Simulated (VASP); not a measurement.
Input of a VASP 6.6.1 run:

INCAR

```
SYSTEM = Os
PREC = Accurate
ENCUT = 520
EDIFF = 1E-6
ISMEAR = 0
SIGMA = 0.15
LREAL = .False.
LASPH = .True.
NELM = 60
ALGO = Normal
ISIF = 2
LWAVE = .False.
LCHARG = .False.
GGA = PS
NBANDS = 10
```

Contents of KPOINTS:

```
Automatic mesh
0
Gamma
  20 20 20
  0 0 0
```

The input POSCAR:

```
Os
1.0
    0.0000000000      1.9450000000      1.9450000000
    2.1151875000      0.0000000000      1.9450000000
    2.1151875000      1.9450000000      0.0000000000
Os
1
Direct
    0.0000000000      0.0000000000      0.0000000000
```

Potentials or basis: VASP PAW PBE potentials, release 64 (Os).

The run is started by

```sh
$ cat potpaw_PBE.64/Os/POTCAR > POTCAR
$ mpirun -np 1 vasp_std > vasp.out
```

**Question.** What does it give for the pressure?

**Answer.** -41.1 GPa.

**Question.** What does it give for the band gap on the k mesh?

**Answer.** Zero (band 4 reaches 9.30 eV, above the bottom of band 5 at 5.86 eV).

Stress tensor (GPa, compression positive):
```
-56.03   0.00   0.00
  0.00 -33.71   0.00
  0.00   0.00 -33.71
```

Caveat: the cell differs from its parent crystal (strain +0.0875 x Voigt [1, 0, 0, 0, 0, 0]); the PAW data sets were made with another functional, which shifts forces and pressure a little; spin-orbit coupling is left out, which moves the levels of the heavy elements.
